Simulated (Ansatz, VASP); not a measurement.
## Hf3B2: VASP beside Ansatz

INCAR

```
SYSTEM = Hf3B2
PREC     = Accurate       ! precision mode
ENCUT    = 600            ! plane-wave cutoff, eV
EDIFF    = 1E-6           ! SCF threshold, eV
ISMEAR   = 0              ! smearing method
SIGMA    = 0.1            ! smearing width, eV
LREAL    = .FALSE.        ! projectors in reciprocal space
LASPH    = .TRUE.         ! aspherical terms in the spheres
NELM     = 100            ! most SCF steps
ALGO     = Normal         ! electronic algorithm
ISIF     = 3              ! what is computed and relaxed
LWAVE    = .FALSE.        ! write WAVECAR
LCHARG   = .FALSE.        ! write CHGCAR
GGA      = PE             ! functional
IBRION   = 2              ! ionic algorithm
NSW      = 90             ! ionic steps
EDIFFG   = -0.04          ! ionic threshold
```

File KPOINTS:

```
regular mesh
0
G
  4 4 4
  0 0 0
```

POSCAR

```
Hf3B2
1.0
    4.2871524600      0.0000000000      0.0000000000
    0.0000000000      4.2871524600      0.0000000000
    0.0000000000      0.0000000000      4.0560034300
Hf B
3 2
Direct
    0.0000000000      0.5000000000      0.0570057300
    0.0000000000      0.0000000000      0.5000000000
    0.5000000000      0.0000000000      0.9429942700
    0.5000000000      0.5000000000      0.5000000000
    0.0000000000      0.0000000000      0.0000000000
```

Input for Ansatz:

```yaml
crystal:
  lattice:
    - [4.28715246, 0.0, 0.0]
    - [0.0, 4.28715246, 0.0]
    - [0.0, 0.0, 4.05600343]
  atoms:
    - { symbol: Hf, position: [0.0, 0.5, 0.05700573] }
    - { symbol: Hf, position: [0.0, 0.0, 0.5] }
    - { symbol: Hf, position: [0.5, 0.0, 0.94299427] }
    - { symbol: B, position: [0.5, 0.5, 0.5] }
    - { symbol: B, position: [0.0, 0.0, 0.0] }
basis:
  ecutwfc: 420
kpoints:
  mp_grid: { grid: [4, 4, 4] }
hamiltonian:
  xc: pbe
scf:
  occupations: { method: gaussian, width: 0.1 }
  lower_state_search: "off"
output:
  forces: true
  stress: true
  eigenvalues: true
relax:
  adjacent_minimum: "off"
  f_tol: 0.04
  max_steps: 70
  cell: { stress_tol: 0.4 }
```

Alike in both runs: task relaxation of cell and atoms; functional PBE; k mesh 4 × 4 × 4; occupations gaussian, width 0.1 eV; no spin polarisation.

|  | VASP | Ansatz |
| --- | --- | --- |
| version | VASP 6.6.1 | Ansatz 0.2.0 |
| potentials or method | VASP PAW PBE potentials, release 64 (Hf_pv, B), cutoff 600 eV | scalar-relativistic, plane waves, PAW |
| valence electrons in the cell | 36 | 84 |

VASP gave:

```
gap on the k mesh at the Fermi level, each at its own relaxed structure (eV) : none
relaxed volume (Å³/atom)                                                     : 17.40
relaxed length of the cell vector where the two differ most in proportion (Å)              : 4.424
```

**Question.** Which values does Ansatz return?

**Answer.** gap on the k mesh at the Fermi level, each at its own relaxed structure (eV): none; relaxed volume (Å³/atom): 17.41; relaxed length of the cell vector where the two differ most in proportion (Å): 4.430.

A gap of «none» marks a metal or a gap that the smearing closes. VASP's potentials hold 36 valence electrons a cell and Ansatz's 84, so a difference there can come from the potentials and not from the codes.

The k mesh is coarse, so the values compare programs but aren't converged. Spin-orbit coupling is off throughout. Noted on VASP's run: the volume moved by over 15 % at a fixed basis, so the end points are rough.
